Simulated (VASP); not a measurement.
# LaS (Fm-3m) in VASP: a series of runs, part 2 of 2

VASP 6.6.1.

## (4) Single point, LDA

This run uses another cell than the first one, of 24.58 Å³/atom, 1.043 times its volume.

The input, INCAR:

```
SYSTEM = LaS
PREC = Accurate
ENCUT = 520
EDIFF = 1E-6
ISMEAR = 1
SIGMA = 0.01
LREAL = .False.
LASPH = .True.
NELM = 60
ALGO = Normal
ISIF = 2
LWAVE = .False.
LCHARG = .True.
LELF = .True.
LVHAR = .True.
NBANDS = 16
```

The input, KPOINTS:

```
Automatic mesh
0
Gamma
  7 7 7
  0 0 0
```

The input, POSCAR:

```
LaS
1.0
    0.0000000000      2.9073551128      2.9073551128
    2.9073551128      0.0000000000      2.9073551128
    2.9073551128      2.9073551128      0.0000000000
La S
1 1
Direct
    0.0000000000      0.0000000000      0.0000000000
    0.5000000000      0.5000000000      0.5000000000
```

Potentials or basis: VASP PAW LDA potentials, release 64 (La, S).

The run is started by

```
$ cat potpaw_LDA.64/La/POTCAR potpaw_LDA.64/S/POTCAR > POTCAR
$ mpirun -np 1 vasp_std > vasp.out
```

OUTCAR:

```text
SYSTEM = LaS
   PREC = Accurate
   ENCUT = 520
   EDIFF = 1E-6
   ISMEAR = 1
   LREAL = .False.
   LASPH = .True.
   NELM = 60
   ISIF = 2

 ion  position               nearest neighbor table
   1  0.000  0.000  0.000-   2 2.91   2 2.91   2 2.91   2 2.91   2 2.91   2 2.91
   2  0.500  0.500  0.500-   1 2.91   1 2.91   1 2.91   1 2.91   1 2.91   1 2.91

  LATTYP: Found a face centered cubic cell.
 ALAT       =     5.8147102256

  Lattice vectors:

 A1 = (   0.0000000000,   2.9073551128,   2.9073551128)
 A2 = (   2.9073551128,   0.0000000000,   2.9073551128)
 A3 = (   2.9073551128,   2.9073551128,   0.0000000000)

Analysis of symmetry for initial positions (statically):
=====================================================================
 Subroutine PRICEL returns:
 Original cell was already a primitive cell.

 Routine SETGRP: Setting up the symmetry group for a
 face centered cubic supercell.

 Subroutine GETGRP returns: Found 48 space group operations
 (whereof 48 operations were pure point group operations)
 out of a pool of 48 trial point group operations.

The static configuration has the point symmetry O_h .

Analysis of symmetry for dynamics (positions and initial velocities):
=====================================================================
 Subroutine PRICEL returns:
 Original cell was already a primitive cell.

 Routine SETGRP: Setting up the symmetry group for a
 face centered cubic supercell.

 Subroutine GETGRP returns: Found 48 space group operations
 (whereof 48 operations were pure point group operations)
 out of a pool of 48 trial point group operations.

The dynamic configuration has the point symmetry O_h .

 Subroutine INISYM returns: Found 48 space group operations
 (whereof 48 operations are pure point group operations),
 and found     1 'primitive' translations

----------------------------------------------------------------------------------------

                                     Primitive cell

  volume of cell :      49.1501

[... 102 lines left out ...]
     AMIX     =   0.40;   BMIX     =  1.00
     AMIX_MAG =   1.60;   BMIX_MAG =  1.00
  volume/ion in A,a.u.               =      24.58       165.84
  Fermi-wavevector in a.u.,A,eV,Ry     =   1.149167  2.171610 17.967640  1.320584
  Thomas-Fermi vector in A             =   2.285838
   LORBIT       =      0    0 simple, 1 ext, 2 COOP (PROOUT), +10 PAW based schemes
   GGA     = CA    functional components
   LHFCALC =     F    Hartree Fock is set to
   AEXX    =    0.0000 exact exchange contribution
   IVDW    =     0    specifies the selected vdW correction
   LEPSILON=     F    determine dielectric tensor
   LRPA    =     F    only Hartree local field effects (RPA)
 non-spin polarized calculation
 Methfessel and Paxton  Order N= 1 SIGMA  =   0.01
  energy-cutoff  :      520.00
  volume of cell :       49.15
 maximum number of plane-waves:      1363
   NGX = 15   NGY = 15   NGZ = 15

 number of electron      17.0000000 magnetization

 Free energy of the ion-electron system (eV)
  ---------------------------------------------------
  ext. energy  EPLUGINS =         0.00000000
  ---------------------------------------------------
  free energy    TOTEN  =       -14.79013457 eV

  energy without entropy =      -14.79012225  energy(sigma->0) =      -14.79013047

 E-fermi :   9.0126     XC(G=0): -10.4209

 val. band max:        8.9895637153   @ k =   0.1429   0.0000   0.0000
 cond. band min:       9.0189320060   @ k =  -0.2857   0.4286   0.1429
 fundamental gap:      0.0293682906
 Fermi energy:         9.0125671491

 k-point     1 :       0.0000    0.0000    0.0000
  band No.  band energies     occupation
      1     -23.9472      2.00000
      2      -7.4903      2.00000
      3      -7.4903      2.00000
      4      -7.4903      2.00000
      5      -4.9328      2.00000
      6       5.6767      2.00000
[... 357 lines left out ...]
      3      -8.0649      2.00000
      4      -7.8100      2.00000
      5      -4.1516      2.00000
      6       4.1571      2.00000
[... 8 lines left out ...]
     15      10.8318      0.00000
     16      11.3515      0.00000

------------------------ aborting loop because EDIFF is reached ----------------------------------------

  FORCE on cell =-STRESS in cart. coord.  units (eV):
  Direction    XX          YY          ZZ          XY          YZ          ZX
  --------------------------------------------------------------------------------------
  -------------------------------------------------------------------------------------
  Total       -0.6731055     -0.6731055     -0.6731055      0.0000000     -0.0000000      0.0000000
  in kB      -21.9416612    -21.9416612    -21.9416612      0.0000000     -0.0000000      0.0000000
  external PRESSURE =     -21.9416612 kB  Pullay stress =       0.0000000 kB

 VOLUME and BASIS-vectors are now :
 -----------------------------------------------------------------------------
  energy-cutoff  :      520.00
  volume of cell :       49.15
      direct lattice vectors                 reciprocal lattice vectors
     0.000000000  2.907355113  2.907355113    -0.171977616  0.171977616  0.171977616
     2.907355113  0.000000000  2.907355113     0.171977616 -0.171977616  0.171977616
     2.907355113  2.907355113  0.000000000     0.171977616  0.171977616 -0.171977616

 POSITION                                       TOTAL-FORCE (eV/Angst)
 -----------------------------------------------------------------------------------
      0.00000      0.00000      0.00000         0.000000      0.000000      0.000000
      2.90736      2.90736      2.90736         0.000000      0.000000      0.000000
 -----------------------------------------------------------------------------------
    total drift:                                0.000000     -0.000000     -0.000000

  FREE ENERGIE OF THE ION-ELECTRON SYSTEM (eV)
  ---------------------------------------------------
  free  energy   TOTEN  =       -14.7901345745 eV

  energy  without entropy=      -14.7901222495  energy(sigma->0) =      -14.79013047
```

Run time: 17 s. Hardware: 1 thread of Intel Xeon 6975P-C (Granite Rapids), shared host; peak memory 0.16 GiB.

What came out:

- Free energy: -14.7901 eV
- Pressure: -2.2 GPa

Caveat: spin-orbit coupling is left out, which moves the levels of the heavy elements.

## (5) Overview

| cell | gap on the mesh (eV) | pressure (GPa) |
| --- | --- | --- |
| a = 4.055 Å, angles 60.0°, 2 atoms | none | 1.7 |
| a = 4.083 Å, angles 60.0°, 2 atoms | none | -0.4 |
| a = 4.112 Å, angles 60.0°, 2 atoms | none | -2.2 |

Alike in all rows: task single point; level LDA; potentials or basis VASP PAW LDA potentials, release 64 (La, S); no spin polarisation; k mesh 7 × 7 × 7; cutoff (eV) 520; smearing methfessel-paxton 0.01 eV.

Caveats: spin-orbit coupling is left out, which moves the levels of the heavy elements.

Absolute energies hang on the potentials; compare differences alone.
